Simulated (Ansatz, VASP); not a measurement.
## One calculation of Fe, two programs

The input INCAR:

```
PREC = Accurate
ENCUT = 520
EDIFF = 1E-7
ISMEAR = -1
SIGMA = 0.05
LREAL = False
LASPH = True
NELM = 150
ALGO = Normal
ISIF = 2
LWAVE = False
LCHARG = False
ISPIN = 2
MAGMOM = 1.537 -1.537
LORBIT = 11
LMAXMIX = 4
GGA = PE
NBANDS = 19
```

Contents of KPOINTS:

```
regular mesh
0
Gamma
  15 15 10
```

File POSCAR:

```
Fe
1.0
    2.3203931785      0.0000000000      0.0000000000
    0.0000000000      2.3203931785      0.0000000000
    0.0000000000      0.0000000000      3.5275952330
Fe
2
Direct
    1.0000000000      1.0000000000      0.0000000000
    0.5000000000      0.5000000000      0.5000000000
```

Input for Ansatz:

```yaml
crystal:
  lattice:
    - [2.3203931785, 0.0, 0.0]
    - [0.0, 2.3203931785, 0.0]
    - [0.0, 0.0, 3.527595233]
  atoms:
    - { symbol: Fe, position: [1.0, 1.0, 0.0], spin: 1.537 }
    - { symbol: Fe, position: [0.5, 0.5, 0.5], spin: -1.537 }
hamiltonian:
  xc: pbe
  pseudopotentials:
    kind: paw
    azcp:
      Fe: "pseudopotentials/Fe.paw.azcp"
basis:
  ecutwfc: 420
  fft_grid_basis: typed
kpoints:
  mp_grid: { grid: [15, 15, 10], shift: [0, 0, 0] }
magnetization:
  spin_polarized: true
scf:
  occupations: { method: fermi_dirac, width: 0.05 }
  lower_state_search: "off"
output:
  stress: true
```

Alike in both runs: task single point; functional PBE; k mesh 15 × 15 × 10; occupations fermi-dirac, width 0.05 eV; collinear spin.

|  | VASP | Ansatz |
| --- | --- | --- |
| version | VASP 6.6.1 | Ansatz 0.2.0 |
| potentials or method | VASP PAW PBE potentials, release 64 (Fe), cutoff 520 eV | plane waves (420 eV) with PAW, scalar-relativistic |
| valence electrons in the cell | 16 | 32 |

VASP gave:

```
net moment per atom (μB)                                      : 0.00
size of the moment on the site where the two differ most (μB) : 1.13
```

Question: What did Ansatz give for the same quantities?

Answer: net moment per atom (μB): 0.00; size of the moment on the site where the two differ most (μB): 1.08.

Site moments also hang on the region over which each program counts them. VASP's potentials hold 16 valence electrons a cell and Ansatz's 32, so a difference there can come from the potentials and not from the codes.
